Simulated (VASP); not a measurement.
# Pd (P6_3/mmc) in VASP: notebook

Runs on Pd. Level: LDA. Tasks: single point.

Program: VASP 6.6.1. These are calculated values, not measurements. Logs are shortened: lines on timing, memory, paths and dates and some standing lists are left out, and cuts for length are marked.

## Step 1: The cell of the first run

The structure is hexagonal, space group P6_3/mmc (No. 194). The conventional cell has a = 2.548 Å, b = 2.548 Å, c = 4.263 Å, α = 90.00°, β = 90.00°, γ = 120.00°. Within 3.4 Å of Pd (site symmetry -6m2) lie 12 Pd at 2.55 to 2.59 Å.

This isn't the form of Pd at room conditions, which is fcc.

## Step 2: Single point, LDA

INCAR

```
PREC     = Accurate       # precision mode
ENCUT    = 520            # plane-wave cutoff, eV
EDIFF    = 1E-6           # SCF threshold, eV
ISMEAR   = 0              # smearing method
SIGMA    = 0.05           # smearing width, eV
LREAL    = False          # projectors in reciprocal space
LASPH    = True           # aspherical terms in the spheres
NELM     = 80             # most SCF steps
ALGO     = Normal         # electronic algorithm
ISIF     = 2              # what is computed and relaxed
LWAVE    = False          # write WAVECAR
LCHARG   = False          # write CHGCAR
NBANDS   = 17             # bands
```

KPOINTS

```
Automatic mesh
0
Gamma
  8 8 5
```

POSCAR

```
Pd
1.0
    2.5480093007      0.0000000000      0.0000000000
   -1.2740046504      2.2066407835      0.0000000000
    0.0000000000      0.0000000000      4.2629084474
Pd
2
Direct
    0.3333333333      0.6666666667      0.2500000000
    0.6666666667      0.3333333333      0.7500000000
```

Potentials or basis: VASP PAW LDA potentials, release 64 (Pd).

On the command line:

```console
$ cat potpaw_LDA.64/Pd/POTCAR > POTCAR
$ mpirun -np 1 vasp_std > vasp.out
```

OUTCAR:

```text
PREC = Accurate
   ENCUT = 520
   EDIFF = 1E-6
   ISMEAR = 0
   LREAL = False
   LASPH = True
   NELM = 80
   ISIF = 2

 ion  position               nearest neighbor table
   1  0.333  0.667  0.250-   2 2.59   2 2.59   2 2.59   2 2.59   2 2.59   2 2.59
   2  0.667  0.333  0.750-   1 2.59   1 2.59   1 2.59   1 2.59   1 2.59   1 2.59

  LATTYP: Found a hexagonal cell.
 ALAT       =     2.5480093007
 C/A-ratio  =     1.6730348850

  Lattice vectors:

 A1 = (   2.5480093007,   0.0000000000,   0.0000000000)
 A2 = (  -1.2740046504,   2.2066407835,   0.0000000000)
 A3 = (   0.0000000000,   0.0000000000,   4.2629084474)

Analysis of symmetry for initial positions (statically):
=====================================================================
 Subroutine PRICEL returns:
 Original cell was already a primitive cell.

 Routine SETGRP: Setting up the symmetry group for a
 hexagonal supercell.

 Subroutine GETGRP returns: Found 24 space group operations
 (whereof 12 operations were pure point group operations)
 out of a pool of 24 trial point group operations.

The static configuration has the point symmetry D_3d.
 The point group associated with its full space group is D_6h.

Analysis of symmetry for dynamics (positions and initial velocities):
=====================================================================
 Subroutine PRICEL returns:
 Original cell was already a primitive cell.

 Routine SETGRP: Setting up the symmetry group for a
 hexagonal supercell.

 Subroutine GETGRP returns: Found 24 space group operations
 (whereof 12 operations were pure point group operations)
 out of a pool of 24 trial point group operations.

The dynamic configuration has the point symmetry D_3d.
 The point group associated with its full space group is D_6h.

 Subroutine INISYM returns: Found 24 space group operations
 (whereof 12 operations are pure point group operations),
 and found     1 'primitive' translations

----------------------------------------------------------------------------------------

                                     Primitive cell

  volume of cell :      23.9684

  direct lattice vectors                    reciprocal lattice vectors
     2.548009301  0.000000000  0.000000000     0.392463246  0.226588761  0.000000000
    -1.274004650  2.206640784  0.000000000     0.000000000  0.453177521  0.000000000
     0.000000000  0.000000000  4.262908447     0.000000000  0.000000000  0.234581627

  length of vectors
     2.548009301  2.548009301  4.262908447     0.453177521  0.453177521  0.234581627

  position of ions in fractional coordinates (direct lattice)
[... 75 lines left out ...]
   LSORBIT =      F    spin-orbit coupling
   LASPH  =      T    aspherical Exc in radial PAW
   ENCUT  =  520.0 eV  38.22 Ry    6.18 a.u.   4.74  4.74  7.93*2*pi/ulx,y,z
   NELM   =     80;   NELMIN=  2; NELMDL= -5     # of ELM steps
   EDIFF  = 0.1E-05   stopping-criterion for ELM
   LREAL  =      F    real-space projection
   EDIFFG = 0.1E-04   stopping-criterion for IOM
   NSW    =      0    number of steps for IOM
   IBRION =     -1    ionic relax: 0-MD 1-quasi-New 2-CG
   NFREE  =      0    steps in history (QN), initial steepest desc. (CG)
   ISIF   =      2    stress and relaxation
   ISYM   =      2    0-nonsym 1-usesym 2-fastsym
   POTIM  = 0.5000    time-step for ionic-motion
   TEBEG  =    0.0;   TEEND  =   0.0 temperature during run
   PSTRESS=    0.0 pullay stress
   NELECT =      20.0000    total number of electrons
   NUPDOWN=      -1.0000    fix difference up-down
   EMIN   =  10.00;   EMAX   =-10.00  energy-range for DOS
   EFERMI =   0.00;   METHOD = LEGACY
   ISMEAR =     0;   SIGMA  =   0.05  broadening in eV -4-tet -1-fermi 0-gaus
   EFERMI_NEDOS =   21; number of points for ismear=-14 and -15
   IALGO  =     38    algorithm
   IMIX   =      4    mixing-type and parameters
     AMIX     =   0.40;   BMIX     =  1.00
     AMIX_MAG =   1.60;   BMIX_MAG =  1.00
  volume/ion in A,a.u.               =      11.98        80.87
  Fermi-wavevector in a.u.,A,eV,Ry     =   1.541246  2.912533 32.319810  2.375439
  Thomas-Fermi vector in A             =   2.647219
   LORBIT       =      0    0 simple, 1 ext, 2 COOP (PROOUT), +10 PAW based schemes
   GGA     = CA    functional components
   LHFCALC =     F    Hartree Fock is set to
   AEXX    =    0.0000 exact exchange contribution
   IVDW    =     0    specifies the selected vdW correction
   LEPSILON=     F    determine dielectric tensor
   LRPA    =     F    only Hartree local field effects (RPA)
 non-spin polarized calculation
 Gauss-broadening in eV      SIGMA  =   0.05
  energy-cutoff  :      520.00
  volume of cell :       23.97
 maximum number of plane-waves:       660
 NGX is ok and might be reduce to    20
   NGX =  9   NGY =  9   NGZ = 15

 number of electron      19.9999992 magnetization

 Free energy of the ion-electron system (eV)
  ---------------------------------------------------
  ext. energy  EPLUGINS =         0.00000000
  ---------------------------------------------------
  free energy    TOTEN  =       -12.19153415 eV

  energy without entropy =      -12.18842823  energy(sigma->0) =      -12.18998119

 E-fermi :  13.6610     XC(G=0): -14.8193

 val. band max:       13.6211195385   @ k =   0.3750   0.1250   0.0000
 cond. band min:      13.6628784113   @ k =   0.5000  -0.0000   0.4000
 fundamental gap:      0.0417588728
 Fermi energy:        13.6610332438

 k-point     1 :       0.0000    0.0000    0.0000
  band No.  band energies     occupation
      1       4.6322      2.00000
      2       6.3858      2.00000
      3       9.4292      2.00000
      4       9.7290      2.00000
      5       9.7290      2.00000
      6      10.2345      2.00000
[... 457 lines left out ...]
      4       8.1544      2.00000
      5      10.9377      2.00000
      6      11.3793      2.00000
[... 9 lines left out ...]
     16      31.8057      0.00000
     17      32.3306      0.00000

 [... further k-points ...]
[... 5 lines left out ...]
  --------------------------------------------------------------------------------------
  -------------------------------------------------------------------------------------
  Total        9.0795793      9.0795793      9.0609298     -0.0000000      0.0000000      0.0000000
  in kB      606.9286732    606.9286732    605.6820386     -0.0000000      0.0000000      0.0000000
  external PRESSURE =     606.5131283 kB  Pullay stress =       0.0000000 kB

 VOLUME and BASIS-vectors are now :
 -----------------------------------------------------------------------------
  energy-cutoff  :      520.00
  volume of cell :       23.97
      direct lattice vectors                 reciprocal lattice vectors
     2.548009301  0.000000000  0.000000000     0.392463246  0.226588761  0.000000000
    -1.274004650  2.206640784  0.000000000     0.000000000  0.453177521  0.000000000
     0.000000000  0.000000000  4.262908447     0.000000000  0.000000000  0.234581627

 POSITION                                       TOTAL-FORCE (eV/Angst)
 -----------------------------------------------------------------------------------
     -0.00000      1.47109      1.06573         0.000000      0.000000      0.000000
      1.27400      0.73555      3.19718        -0.000000     -0.000000      0.000000
 -----------------------------------------------------------------------------------
    total drift:                               -0.000000      0.000000     -0.000000

  FREE ENERGIE OF THE ION-ELECTRON SYSTEM (eV)
  ---------------------------------------------------
  free  energy   TOTEN  =       -12.1915341506 eV

  energy  without entropy=      -12.1884282301  energy(sigma->0) =      -12.18998119
```

OSZICAR:

```text
N       E                     dE             d eps       ncg     rms          rms(c)
DAV:   1     0.114952941124E+03    0.11495E+03   -0.10760E+04  1020   0.120E+03
DAV:   2    -0.109300247798E+02   -0.12588E+03   -0.11930E+03  1080   0.268E+02
DAV:   3    -0.128942883177E+02   -0.19643E+01   -0.19540E+01  1270   0.380E+01
DAV:   4    -0.129054779171E+02   -0.11190E-01   -0.11188E-01  1196   0.270E+00
DAV:   5    -0.129056237818E+02   -0.14586E-03   -0.14586E-03  1294   0.321E-01    0.212E+01
DAV:   6    -0.122835108443E+02    0.62211E+00   -0.89269E-01  1123   0.103E+01    0.107E+01
DAV:   7    -0.122017270130E+02    0.81784E-01   -0.45042E-02  1309   0.224E+00    0.326E+00
DAV:   8    -0.121915302568E+02    0.10197E-01   -0.11399E-02  1189   0.105E+00    0.209E-01
DAV:   9    -0.121915206807E+02    0.95761E-05   -0.80425E-05  1136   0.805E-02    0.477E-02
DAV:  10    -0.121915339607E+02   -0.13280E-04   -0.63081E-06  1273   0.203E-02    0.991E-03
DAV:  11    -0.121915341506E+02   -0.18994E-06   -0.52522E-07   705   0.751E-03
   1 F= -.12191534E+02 E0= -.12189981E+02  d E =-.310592E-02
```

It took 9.1 s on 1 thread of Intel Xeon Platinum 8559C (Emerald Rapids), shared host; peak memory 0.13 GiB.

What came out:

```yaml
Free_energy: -12.1915 eV
Pressure: 60.7 GPa
Band_gap_on_the_k_mesh: zero (bands 10 and 11 overlap by 1.07 eV)
```

Stress tensor (GPa, compression positive):
```
60.69  0.00  0.00
 0.00 60.69  0.00
 0.00  0.00 60.57
```

Caveat: the cell stands under pressure.

## Step 3: Single point, LDA

This run uses another cell than the first one, of 12.51 Å³/atom.

INCAR

```
SYSTEM = Pd
PREC     = Accurate       ! precision mode
ENCUT    = 520            ! plane-wave cutoff, eV
EDIFF    = 1E-6           ! SCF threshold, eV
ISMEAR   = 0              ! smearing method
SIGMA    = 0.05           ! smearing width, eV
LREAL    = .False.        ! projectors in reciprocal space
LASPH    = .True.         ! aspherical terms in the spheres
NELM     = 80             ! most SCF steps
ALGO     = Normal         ! electronic algorithm
ISIF     = 2              ! what is computed and relaxed
LWAVE    = .False.        ! write WAVECAR
LCHARG   = .True.         ! write CHGCAR
GGA      = CA             ! functional
LELF     = .True.         ! ELF
LVHAR    = .True.       
NBANDS   = 17             ! bands
```

KPOINTS

```
Automatic mesh
0
Gamma
  8 8 5
  0 0 0
```

POSCAR

```
Pd
1.0
    2.5837172521      0.0000000000      0.0000000000
   -1.2918586261      2.2375647765      0.0000000000
    0.0000000000      0.0000000000      4.3286952714
Pd
2
Direct
    0.3333333333      0.6666666667      0.2500000000
    0.6666666667      0.3333333333      0.7500000000
```

Potentials or basis: VASP PAW LDA potentials, release 64 (Pd).

On the command line:

```console
$ cat potpaw_LDA.64/Pd/POTCAR > POTCAR
$ mpirun -np 1 vasp_std > vasp.out
```

Wall time 8.9 s (1 thread of Intel Xeon Platinum 8559C (Emerald Rapids), shared host); peak memory 0.13 GiB.

It converged, with:

| Property | Result |
| --- | --- |
| Free energy | -12.5235 eV |
| Pressure | 40.5 GPa |
| Band gap on the k mesh | zero (bands 10 and 11 overlap by 0.99 eV) |

Stress tensor (GPa, compression positive):
```
40.56  0.00  0.00
 0.00 40.56  0.00
 0.00  0.00 40.42
```

Levels at points of the mesh, in eV from the Fermi level:
```tsv
k point	band 8	band 9	band 10	band 11	band 12	band 13
(0.00, 0.00, 0.00)	-2.19	-2.19	-0.33	-0.33	0.28	8.24
(0.50, 0.00, 0.00)	0.04	0.04	0.29	2.90	5.22	10.69
```

Caveat: the cell stands under pressure.

(Continued in part 2 of 2.)
